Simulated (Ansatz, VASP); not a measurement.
## Two plane-wave programs on TePb

Contents of INCAR:

```
SYSTEM = TePb
ALGO = Normal
EDIFF = 1E-6
ENCUT = 500
GGA = PE
GGA_COMPAT = .FALSE.
ISIF = 2
ISMEAR = 0
LASPH = .TRUE.
LCHARG = .FALSE.
LREAL = .FALSE.
LWAVE = .FALSE.
NBANDS = 17
NELM = 120
PREC = Accurate
SIGMA = 0.1
```

KPOINTS

```
k-points
0
G
  12 12 12
  0 0 0
```

File POSCAR:

```
TePb
1.0
    3.8485948458      0.0000000000      0.0000000000
    0.0000000000      3.8485948458      0.0000000000
    0.0000000000      0.0000000000      3.8485948458
Pb Te
1 1
Direct
    0.0000000000      0.0000000000      0.0000000000
    0.5000000000      0.5000000000      0.5000000000
```

Input for Ansatz:

```yaml
crystal:
  lattice:
    - [3.8485948458, 0.0, 0.0]
    - [0.0, 3.8485948458, 0.0]
    - [0.0, 0.0, 3.8485948458]
  atoms:
    - { symbol: Pb, position: [0.0, 0.0, 0.0] }
    - { symbol: Te, position: [0.5, 0.5, 0.5] }
basis:
  ecutwfc: 420
kpoints:
  mp_grid: { grid: [12, 12, 12] }
hamiltonian:
  xc: pbe
scf:
  occupations: { method: gaussian, width: 0.1 }
output:
  forces: true
  stress: true
  eigenvalues: true
```

Alike in both runs: task single point; functional PBE; k mesh 12 × 12 × 12; occupations gaussian, width 0.1 eV; no spin polarisation.

|  | VASP | Ansatz |
| --- | --- | --- |
| version | VASP 6.6.1 | Ansatz 0.2.0 |
| potentials or method | VASP PAW PBE potentials, release 64 (Pb_d, Te), cutoff 500 eV | scalar-relativistic, plane waves, PAW |
| valence electrons in the cell | 20 | 30 |

|  | VASP | Ansatz | Ansatz less VASP |
| --- | --- | --- | --- |
| gap on the k mesh at the Fermi level (eV) | none | none | - |
| pressure (GPa) | 5.8 | 5.8 | +0.05 |

A gap of «none» marks a metal or a gap that the smearing closes. VASP's potentials hold 20 valence electrons a cell and Ansatz's 30, so a difference there can come from the potentials and not from the codes.

Neither program's run includes spin-orbit coupling.
